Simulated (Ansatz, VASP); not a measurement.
Zn: VASP beside Ansatz

```
Zn
1.0
     0.00000    2.93843    2.85072
     2.93843    0.00000    2.85072
     2.93843    2.93843    0.00000
Zn
2
Direct
  0.00000 0.00000 0.00000
  0.25000 0.25000 0.25000
```

Change from the starting cell: z stretched by -2 % at fixed volume.

Alike in both runs: task single point; functional PBE; k mesh 11 × 11 × 11; occupations fermi-dirac, width 0.05 eV; no spin polarisation.

|  | VASP | Ansatz |
| --- | --- | --- |
| version | VASP 6.6.1 | Ansatz 0.2.0 |
| potentials or method | VASP PAW PBE potentials, release 64 (Zn), cutoff 520 eV | all-electron LAPW, scalar-relativistic |

|  | VASP | Ansatz | Ansatz less VASP |
| --- | --- | --- | --- |
| pressure (GPa) | 0.1 | 0.0 | -0.16 |
| traceless stress, the component that is largest in VASP (GPa) | -0.23 | -0.22 | +0.008 |

Ansatz ran all-electron here, and VASP with PAW potentials.
